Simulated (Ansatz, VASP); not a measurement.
# One calculation of AlN, two programs

The input INCAR:

```
ALGO = Normal ; EDIFF = 1E-6
ENCUT = 520 ; GGA = PE
ISIF = 2 ; ISMEAR = 0
LASPH = True ; LCHARG = False
LREAL = False ; LWAVE = False
NBANDS = 16 ; NELM = 80
PREC = Accurate ; SIGMA = 0.01
```

The input KPOINTS:

```
k-points
0
Gamma
  9 9 6
```

File POSCAR:

```
AlN
1.0
    3.3144687359      0.0000000000      0.0000000000
   -1.6572343680      2.8704141254      0.0000000000
    0.0000000000      0.0000000000      4.1862269413
Al N
2 2
Direct
    0.3333333333      0.6666666667      0.2500000000
    0.6666666667      0.3333333333      0.7500000000
    0.6666666667      0.3333333333      0.2500000000
    0.3333333333      0.6666666667      0.7500000000
```

Input for Ansatz:

```yaml
crystal:
  lattice:
    - [3.3144687359, 0.0, 0.0]
    - [-1.657234368, 2.8704141254, 0.0]
    - [0.0, 0.0, 4.1862269413]
  atoms:
    - { symbol: Al, position: [0.3333333333, 0.6666666667, 0.25] }
    - { symbol: Al, position: [0.6666666667, 0.3333333333, 0.75] }
    - { symbol: "N", position: [0.6666666667, 0.3333333333, 0.25] }
    - { symbol: "N", position: [0.3333333333, 0.6666666667, 0.75] }
kpoints:
  mp_grid: { grid: [9, 9, 6] }
hamiltonian:
  xc: pbe
scf:
  occupations: { method: fixed }
  n_extra_bands: 5
output:
  forces: true
  stress: true
  eigenvalues: true
```

Alike in both runs: task single point; functional PBE; k mesh 9 × 9 × 6; no spin polarisation.

|  | VASP | Ansatz |
| --- | --- | --- |
| version | VASP 6.6.1 | Ansatz 0.2.0 |
| potentials or method | VASP PAW PBE potentials, release 64 (Al, N) | plane waves, PAW |
| plane-wave cutoff (eV) | 520 | 420 |
| occupations | gaussian, width 0.01 eV | fixed |
| valence electrons in the cell | 16 | 16 |

Ansatz gave:

- gap on the k mesh at the Fermi level (eV): 3.25
- pressure (GPa): 0.0
- traceless stress, the component that is largest in VASP (GPa): 0.02

What did VASP give for the same quantities?

gap on the k mesh at the Fermi level (eV): 3.26; pressure (GPa): -0.2; traceless stress, the component that is largest in VASP (GPa): 0.16.
